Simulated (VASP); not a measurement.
Set up this calculation in VASP 6.6.1, as the native input.

```yaml
Task: single point
Functional: LDA
Potentials_or_basis: VASP PAW LDA potentials, release 64 (Ag, Cl)
Cutoff: 520 eV
k_mesh: 8 × 8 × 8
Occupations: gaussian, width 0.02 eV
Spin: no spin polarisation
Dipole_correction: no
Further_INCAR_settings: ALGO = Normal; EDIFF = 1e-06; NBANDS = 16
```

The structure of AgCl lies in POSCAR:

```
AgCl
1.0
    0.0000000000      3.0296700899      3.0296700899
    3.0296700899      0.0000000000      3.0296700899
    3.0296700899      3.0296700899      0.0000000000
Ag Cl
1 1
Direct
    0.0000000000      0.0000000000      0.0000000000
    0.2500000000      0.2500000000      0.2500000000
```

These files were run (other wordings do the same):

INCAR

```
  PREC = Accurate
  ENCUT = 520
  EDIFF = 1E-6
  ISMEAR = 0
  SIGMA = 0.02
  LREAL = False
  LASPH = True
  NELM = 60
  ALGO = Normal
  ISIF = 2
  LWAVE = False
  LCHARG = True
  LELF = True
  LVHAR = True
  NBANDS = 16
```

KPOINTS

```
regular mesh
0
Gamma
  8 8 8
```

Potentials or basis: VASP PAW LDA potentials, release 64 (Ag, Cl).

Command:

```bash
$ cat potpaw_LDA.64/Ag/POTCAR potpaw_LDA.64/Cl/POTCAR > POTCAR
$ mpirun -np 1 vasp_std > vasp.out
```

It gave:

```json
{
  "Pressure": "-4.9 GPa",
  "Band gap on the k mesh": "1.01 eV"
}
```

Caveat: the cell stands under tension.

Run time: 8.7 s on 1 thread of Intel(R) Xeon(R) Platinum 8488C (Sapphire Rapids) (shared host), peak memory 0.16 GiB.
